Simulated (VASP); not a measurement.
Runs of VASP 6.6.1 on SnTe3. The structure is that of space group Fm-3m (No. 225), or close to it. The cells are those of the table. 

| cell | pressure (GPa) |
| --- | --- |
| a = 5.444 Å, angles 60.0°, 4 atoms | -4.5 |
| a = 5.461 Å, angles 60.0°, 4 atoms | -4.9 |
| a = 5.257 Å, angles 60.0°, 4 atoms | 1.0 |
| a = 5.289 Å, angles 60.0°, 4 atoms | (b) |
| a = 5.285 Å, angles 60.0°, 4 atoms | (a) |

Alike in all rows: task single point; level PBE+D3(BJ); potentials or basis VASP PAW PBE potentials, release 64 (Sn_d, Te); no spin polarisation; k mesh 3 × 3 × 3; cutoff (eV) 500; smearing fermi-dirac 0.05 eV.

Estimate the missing entries.

(a) -0.1; (b) -0.2.

Caveats: all runs use coarse meshes; pairwise dispersion overbinds metals, which lowers pressure and volume.
